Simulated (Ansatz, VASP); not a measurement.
**One calculation of PtSe2, two programs**

INCAR

```
PREC = Accurate ; ENCUT = 520
EDIFF = 1E-6 ; ISMEAR = 0
SIGMA = 0.02 ; LREAL = False
LASPH = True ; NELM = 60
ALGO = Normal ; ISIF = 2
LWAVE = False ; LCHARG = False
GGA = CA ; NBANDS = 18
```

KPOINTS

```
Automatic mesh
0
Gamma
  12 12 4
```

File POSCAR:

```
PtSe2
1.0
    3.7515280056      0.0000000000      0.0000000000
   -1.8757640028      3.2489185559      0.0000000000
    0.0000000000      0.0000000000      6.5141502416
Pt Se
1 2
Direct
    0.0000000000      0.0000000000      0.0000000000
    0.3333333333      0.6666666667      0.2005958070
    0.6666666667      0.3333333333      0.7994041930
```

Input for Ansatz:

```yaml
crystal:
  lattice:
    - [3.7515280056, 0.0, 0.0]
    - [-1.8757640028, 3.2489185559, 0.0]
    - [0.0, 0.0, 6.5141502416]
  atoms:
    - { symbol: Pt, position: [0.0, 0.0, 0.0] }
    - { symbol: Se, position: [0.3333333333, 0.6666666667, 0.200595807] }
    - { symbol: Se, position: [0.6666666667, 0.3333333333, 0.799404193] }
basis:
  ecutwfc: 420
kpoints:
  mp_grid: { grid: [12, 12, 4] }
  band_path:
    path:
      - [[0.0, 0.0, 0.0], [0.5, 0.0, 0.0], [0.33333333, 0.33333333, 0.0], [0.0, 0.0, 0.0], [0.0, 0.0, 0.5], [0.5, 0.0, 0.5], [0.33333333, 0.33333333, 0.5], [0.0, 0.0, 0.5]]
      - [[0.5, 0.0, 0.5], [0.5, 0.0, 0.0]]
      - [[0.33333333, 0.33333333, 0.5], [0.33333333, 0.33333333, 0.0]]
    npoints: 14
hamiltonian:
  xc: lda
scf:
  occupations: { method: gaussian, width: 0.02 }
  n_extra_bands: 7
output:
  forces: true
  stress: true
  eigenvalues: true
  populations: true
  dos: { projected: true, de: 0.02, nscf_kmesh: { grid: [18, 18, 6] } }
  bader: true
```

Alike in both runs: task single point; functional LDA; k mesh 12 × 12 × 4; occupations gaussian, width 0.02 eV; no spin polarisation.

|  | VASP | Ansatz |
| --- | --- | --- |
| version | VASP 6.6.1 | Ansatz 0.2.0 |
| potentials or method | VASP PAW LDA potentials, release 64 (Pt, Se), cutoff 520 eV | scalar-relativistic, plane waves, PAW |
| valence electrons in the cell | 22 | 50 |

VASP gave:

```
gap on the k mesh at the Fermi level (eV)                     : 0.78
least direct gap on the mesh (eV)                             : 0.92
pressure (GPa)                                                : -5.1
traceless stress, the component that is largest in VASP (GPa) : 0.95
rms of the force components (eV/Å)                            : 0.270
```

Which values does Ansatz return?

gap on the k mesh at the Fermi level (eV): 0.79; least direct gap on the mesh (eV): 0.93; pressure (GPa): -5.4; traceless stress, the component that is largest in VASP (GPa): 1.01; rms of the force components (eV/Å): 0.289.

LDA's correlation is that of Perdew and Zunger in VASP and of Perdew and Wang (1992) in Ansatz. Atom by atom the forces differ by 0.018 eV/Å (rms over components). VASP's potentials hold 22 valence electrons a cell and Ansatz's 50, so a difference there can come from the potentials and not from the codes.

Neither program's run includes spin-orbit coupling.
